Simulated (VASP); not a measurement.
Na, 1 atom in the cell. Symmetry: Im-3m, No. 229, cubic system. The conventional cell has a = 4.282 Å, b = 4.282 Å, c = 4.282 Å, α = 90.00°, β = 90.00°, γ = 90.00°. Within 4.9 Å of Na (site symmetry m-3m) lie 14 Na at 3.71 to 4.28 Å. 

```yaml
Program: VASP 6.6.1
Task: single point
Functional: PBE
Potentials_or_basis: VASP PAW PBE potentials, release 64 (Na_pv)
Cutoff: 520 eV
k_mesh: 7 × 7 × 7
Occupations: gaussian, width 0.025 eV
Spin: no spin polarisation
Dipole_correction: no
Further_INCAR_settings: ALGO = Fast; EDIFF = 1e-06; NBANDS = 10
```

Potentials or basis: VASP PAW PBE potentials, release 64 (Na_pv).

Command:

```sh
$ cat potpaw_PBE.64/Na_pv/POTCAR > POTCAR
$ mpirun -np 1 vasp_std > vasp.out
```

Hardware: 1 thread of AMD EPYC 7R13 Processor (Zen 3), with other jobs on the host.

Problem. Estimate the wall time of this run.

Solution. Run time: 5 s on 1 thread of AMD EPYC 7R13 Processor (Zen 3), with other jobs on the host, peak memory 0.11 GiB. Counts: scf iterations 10, k points 20.
